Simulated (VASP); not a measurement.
# TiO2 (P1) in VASP: further runs

The runs below take TiO2 through single point, with PBE, PBE+D4.

Program: VASP 6.6.1. These are calculated values, not measurements. Logs are shortened: lines on timing, memory, paths and dates and some standing lists are left out, and cuts for length are marked.

### 1 The cell of the first run

The typed cell holds 6 atoms: a = 4.643 Å, b = 4.643 Å, c = 2.964 Å, α = 90.00°, β = 90.00°, γ = 90.00°.

### 2 Single point, PBE (atoms moved at random)

Contents of INCAR:

```
ALGO = Normal
EDIFF = 1E-7
ENCUT = 520
GGA = PE
ISIF = 2
ISMEAR = 0
LASPH = True
LCHARG = False
LREAL = False
LWAVE = False
NBANDS = 33
NELM = 60
PREC = Accurate
SIGMA = 0.05
```

Contents of KPOINTS:

```
k-points
0
Gamma
  6 6 8
```

Contents of POSCAR:

```
TiO2
1.0
    4.6430645286      0.0000000000      0.0000000000
    0.0000000000      4.6430645286      0.0000000000
    0.0000000000      0.0000000000      2.9640243868
Ti O
2 4
Direct
    0.0346466923      0.0392790258     -0.1362192821
    0.4591135203      0.4733776692      0.5027121929
    0.3253672455      0.2748228917      0.1101729149
    0.2376061529      0.8094259773      0.4994068650
    0.6528391327      0.7003221292      0.0432520339
    0.7904272564      0.2027723068      0.4806752755
```

Potentials or basis: VASP PAW PBE potentials, release 64 (Ti_sv, O).

Run with:

```
$ cat potpaw_PBE.64/Ti_sv/POTCAR potpaw_PBE.64/O/POTCAR > POTCAR
$ mpirun -np 1 vasp_std > vasp.out
```

OUTCAR:

```text
EDIFF = 1E-7
   ENCUT = 520
   GGA = PE
   ISIF = 2
   ISMEAR = 0
   LASPH = True
   LREAL = False
   NELM = 60
   PREC = Accurate

 ion  position               nearest neighbor table
   1  0.035  0.039  0.864-   6 1.78   4 1.79   3 1.88   6 2.28   4 2.36   5 2.43
   2  0.459  0.473  0.503-   3 1.61   4 1.87   5 1.94   6 1.99   3 2.12   5 2.12
   3  0.325  0.275  0.110-   2 1.61   1 1.88   2 2.12
   4  0.238  0.809  0.499-   1 1.79   2 1.87   1 2.36
   5  0.653  0.700  0.043-   2 1.94   2 2.12   1 2.43
   6  0.790  0.203  0.481-   1 1.78   2 1.99   1 2.28

  LATTYP: Found a simple tetragonal cell.
 ALAT       =     4.6430645286
 C/A-ratio  =     0.6383767377

  Lattice vectors:

 A1 = (   4.6430645286,   0.0000000000,   0.0000000000)
 A2 = (   0.0000000000,   4.6430645286,   0.0000000000)
 A3 = (   0.0000000000,   0.0000000000,   2.9640243868)

Analysis of symmetry for initial positions (statically):
=====================================================================
 Subroutine PRICEL returns:
 Original cell was already a primitive cell.

 Routine SETGRP: Setting up the symmetry group for a
 simple tetragonal supercell.

 Subroutine GETGRP returns: Found  1 space group operations
 (whereof  1 operations were pure point group operations)
 out of a pool of 16 trial point group operations.

The static configuration has the point symmetry C_1 .

Analysis of symmetry for dynamics (positions and initial velocities):
=====================================================================
 Subroutine PRICEL returns:
 Original cell was already a primitive cell.

 Routine SETGRP: Setting up the symmetry group for a
 simple tetragonal supercell.

 Subroutine GETGRP returns: Found  1 space group operations
 (whereof  1 operations were pure point group operations)
 out of a pool of 16 trial point group operations.

The dynamic configuration has the point symmetry C_1 .

 Subroutine INISYM returns: Found  1 space group operations
 (whereof  1 operations are pure point group operations),
 and found     1 'primitive' translations

----------------------------------------------------------------------------------------

                                     Primitive cell

  volume of cell :      63.8986

  direct lattice vectors                    reciprocal lattice vectors
     4.643064529  0.000000000  0.000000000     0.215374995  0.000000000  0.000000000
     0.000000000  4.643064529  0.000000000     0.000000000  0.215374995  0.000000000
     0.000000000  0.000000000  2.964024387     0.000000000  0.000000000  0.337379140

  length of vectors
     4.643064529  4.643064529  2.964024387     0.215374995  0.215374995  0.337379140

  position of ions in fractional coordinates (direct lattice)
     0.034646692  0.039279026  0.863780718
     0.459113520  0.473377669  0.502712193
     0.325367245  0.274822892  0.110172915
     0.237606153  0.809425977  0.499406865
     0.652839133  0.700322129  0.043252034
     0.790427256  0.202772307  0.480675275

  ion indices of the primitive-cell ions
   primitive index   ion index
                 1           1
                 2           2
                 3           3
                 4           4
                 5           5
                 6           6

----------------------------------------------------------------------------------------

 KPOINTS: k-points

Automatic generation of k-mesh.
 Grid dimensions read from file:
 generate k-points for:    6    6    8

 Generating k-lattice:

  Cartesian coordinates                     Fractional coordinates (reciprocal lattice)
     0.035895833  0.000000000  0.000000000     0.166666667  0.000000000  0.000000000
     0.000000000  0.035895833  0.000000000     0.000000000  0.166666667  0.000000000
     0.000000000  0.000000000  0.042172393     0.000000000  0.000000000  0.125000000

  Length of vectors
     0.035895833  0.035895833  0.042172393

  Shift w.r.t. Gamma in fractional coordinates (k-lattice)
     0.000000000  0.000000000  0.000000000

 Subroutine IBZKPT returns following result:
 ===========================================

 Found    148 irreducible k-points:

 Following reciprocal coordinates:
            Coordinates               Weight
  0.000000  0.000000  0.000000      1.000000
  0.166667  0.000000  0.000000      2.000000
  0.000000  0.166667  0.000000      2.000000
  0.333333  0.000000  0.000000      2.000000
  0.000000  0.333333  0.000000      2.000000
  0.500000  0.000000  0.000000      1.000000
[... 16 lines left out ...]
  0.000000  0.166667  0.125000      2.000000
 -0.166667  0.000000  0.125000      2.000000
 [... further k-points ...]
   k-points           NKPTS =    148   k-points in BZ     NKDIM =    148   number of bands    NBANDS=     33
   number of dos      NEDOS =    301   number of ions     NIONS =      6
   total plane-waves  NPLWV =  31104
   dimension x,y,z NGX =    36 NGY =   36 NGZ =   24
   dimension x,y,z NGXF=    72 NGYF=   72 NGZF=   48
   ions per type =               2   4
   NGX,Y,Z   is equivalent  to a cutoff of  12.89, 12.89, 13.46 a.u.
   NGXF,Y,Z  is equivalent  to a cutoff of  25.78, 25.78, 26.92 a.u.
 SYSTEM =  unknown system
   PREC   = accura    normal or accurate (medium, high low for compatibility)
   ISTART =      0    job   : 0-new  1-cont  2-samecut
   ICHARG =      2    charge: 1-file 2-atom 10-const
   ISPIN  =      1    spin polarized calculation?
   LNONCOLLINEAR =      F non collinear calculations
   LSORBIT =      F    spin-orbit coupling
   LASPH  =      T    aspherical Exc in radial PAW
   ENCUT  =  520.0 eV  38.22 Ry    6.18 a.u.   8.63  8.63  5.51*2*pi/ulx,y,z
   NELM   =     60;   NELMIN=  2; NELMDL= -5     # of ELM steps
   EDIFF  = 0.1E-06   stopping-criterion for ELM
   LREAL  =      F    real-space projection
   EDIFFG = 0.1E-05   stopping-criterion for IOM
   NSW    =      0    number of steps for IOM
   IBRION =     -1    ionic relax: 0-MD 1-quasi-New 2-CG
   NFREE  =      0    steps in history (QN), initial steepest desc. (CG)
   ISIF   =      2    stress and relaxation
   ISYM   =      2    0-nonsym 1-usesym 2-fastsym
   POTIM  = 0.5000    time-step for ionic-motion
   TEBEG  =    0.0;   TEEND  =   0.0 temperature during run
   PSTRESS=    0.0 pullay stress
   NELECT =      48.0000    total number of electrons
   NUPDOWN=      -1.0000    fix difference up-down
   EMIN   =  10.00;   EMAX   =-10.00  energy-range for DOS
   EFERMI =   0.00;   METHOD = LEGACY
   ISMEAR =     0;   SIGMA  =   0.05  broadening in eV -4-tet -1-fermi 0-gaus
   EFERMI_NEDOS =   21; number of points for ismear=-14 and -15
   IALGO  =     38    algorithm
   IMIX   =      4    mixing-type and parameters
     AMIX     =   0.40;   BMIX     =  1.00
     AMIX_MAG =   1.60;   BMIX_MAG =  1.00
  volume/ion in A,a.u.               =      10.65        71.87
  Fermi-wavevector in a.u.,A,eV,Ry     =   1.488189  2.812270 30.132923  2.214707
  Thomas-Fermi vector in A             =   2.601255
   LORBIT       =      0    0 simple, 1 ext, 2 COOP (PROOUT), +10 PAW based schemes
   GGA     = PE    functional components
   LHFCALC =     F    Hartree Fock is set to
   AEXX    =    0.0000 exact exchange contribution
   IVDW    =     0    specifies the selected vdW correction
   LEPSILON=     F    determine dielectric tensor
   LRPA    =     F    only Hartree local field effects (RPA)
 non-spin polarized calculation
 Gauss-broadening in eV      SIGMA  =   0.05
  energy-cutoff  :      520.00
  volume of cell :       63.90
 maximum number of plane-waves:      1741
 NGX is ok and might be reduce to    36
   NGX = 17   NGY = 17   NGZ = 11

 number of electron      48.0000003 magnetization

 Free energy of the ion-electron system (eV)
  ---------------------------------------------------
  ext. energy  EPLUGINS =         0.00000000
  ---------------------------------------------------
  free energy    TOTEN  =       -50.62450232 eV

  energy without entropy =      -50.62450232  energy(sigma->0) =      -50.62450232

 E-fermi :   5.5726     XC(G=0): -11.2296

 val. band max:        5.1899942644   @ k =   0.0000   0.0000   0.0000
 cond. band min:       6.5817103946   @ k =   0.0000   0.5000   0.0000
 fundamental gap:      1.3917161302
 Fermi energy:         5.5725527369

 k-point     1 :       0.0000    0.0000    0.0000
  band No.  band energies     occupation
      1     -52.1492      2.00000
      2     -51.7734      2.00000
      3     -28.5864      2.00000
      4     -28.4736      2.00000
      5     -28.3557      2.00000
      6     -28.3511      2.00000
[... 25 lines left out ...]
     32      10.3812      0.00000
     33      10.9237      0.00000

 k-point     2 :       0.1667    0.0000    0.0000
  band No.  band energies     occupation
      1     -52.1491      2.00000
      2     -51.7735      2.00000
      3     -28.5847      2.00000
      4     -28.4704      2.00000
      5     -28.3568      2.00000
      6     -28.3522      2.00000
[... 25 lines left out ...]
     32      10.2264      0.00000
     33      11.0134      0.00000

 k-point     3 :       0.0000    0.1667    0.0000
  band No.  band energies     occupation
      1     -52.1491      2.00000
      2     -51.7735      2.00000
      3     -28.5837      2.00000
      4     -28.4705      2.00000
      5     -28.3612      2.00000
      6     -28.3497      2.00000
[... 25 lines left out ...]
     32      10.2927      0.00000
     33      11.0019      0.00000

 k-point     4 :       0.3333    0.0000    0.0000
  band No.  band energies     occupation
      1     -52.1489      2.00000
      2     -51.7737      2.00000
      3     -28.5812      2.00000
      4     -28.4638      2.00000
      5     -28.3595      2.00000
      6     -28.3542      2.00000
[... 673 lines left out ...]
     32      10.1194      0.00000
     33      10.9009      0.00000

 k-point    23 :       0.0000    0.1667    0.1250
  band No.  band energies     occupation
      1     -52.1438      2.00000
      2     -51.7674      2.00000
      3     -28.5840      2.00000
      4     -28.4588      2.00000
      5     -28.4130      2.00000
      6     -28.3711      2.00000
[... 25 lines left out ...]
     32      10.3042      0.00000
     33      11.0052      0.00000

 k-point    24 :      -0.1667    0.0000    0.1250
  band No.  band energies     occupation
      1     -52.1438      2.00000
      2     -51.7674      2.00000
      3     -28.5902      2.00000
      4     -28.4579      2.00000
      5     -28.4088      2.00000
      6     -28.3670      2.00000
[... 25 lines left out ...]
     32      10.2589      0.00000
     33      10.9770      0.00000

 [... further k-points ...]
[... 5 lines left out ...]
  --------------------------------------------------------------------------------------
  -------------------------------------------------------------------------------------
  Total        6.3102612      8.8142372      8.8833520      1.2940767      6.1631052      5.1609866
  in kB      158.2219416    221.0060200    222.7389881     32.4473605    154.5321877    129.4053112
  external PRESSURE =     200.6556499 kB  Pullay stress =       0.0000000 kB

 VOLUME and BASIS-vectors are now :
 -----------------------------------------------------------------------------
  energy-cutoff  :      520.00
  volume of cell :       63.90
      direct lattice vectors                 reciprocal lattice vectors
     4.643064529  0.000000000  0.000000000     0.215374995  0.000000000  0.000000000
     0.000000000  4.643064529  0.000000000     0.000000000  0.215374995  0.000000000
     0.000000000  0.000000000  2.964024387     0.000000000  0.000000000  0.337379140

 POSITION                                       TOTAL-FORCE (eV/Angst)
 -----------------------------------------------------------------------------------
      0.16087      0.18238      2.56027        -3.026660     -3.009993      1.689381
      2.13169      2.19792      1.49005         6.996623      7.198484      4.409867
      1.51070      1.27602      0.32656        -4.117100     -3.844235     -6.593926
      1.10322      3.75822      1.48025        -2.839757      0.875072      0.256652
      3.03117      3.25164      0.12820         1.243690     -0.957813      0.076522
      3.67000      0.94148      1.42473         1.743204     -0.261514      0.161503
 -----------------------------------------------------------------------------------
    total drift:                               -0.000109      0.000356      0.000594

  FREE ENERGIE OF THE ION-ELECTRON SYSTEM (eV)
  ---------------------------------------------------
  free  energy   TOTEN  =       -50.6245023166 eV

  energy  without entropy=      -50.6245023166  energy(sigma->0) =      -50.62450232
```

Wall time 8.1 min (1 thread of Intel Xeon 8259CL, shared host); peak memory 0.35 GiB.

Results:

```yaml
Free_energy: -50.6245 eV
Pressure: 20.1 GPa
Largest_force: 10.964 eV/Å
Band_gap_on_the_k_mesh: 1.39 eV (least direct gap 1.68 eV)
```

Forces in eV/Å, atoms in the order of the input:
```
Ti  -3.027 -3.010  1.689
Ti   6.997  7.198  4.410
O   -4.117 -3.844 -6.594
O   -2.840  0.875  0.257
O    1.244 -0.958  0.077
O    1.743 -0.262  0.162
```

Stress tensor (GPa, compression positive):
```
15.82  3.24 12.94
 3.24 22.10 15.45
12.94 15.45 22.27
```

Caveat: the cell differs from its parent crystal (atoms moved at random); the cell stands under pressure; forces of over 1 eV/Å act on the atoms, so gaps and moduli don't describe the material at rest.

(Continued in part 2 of 2.)
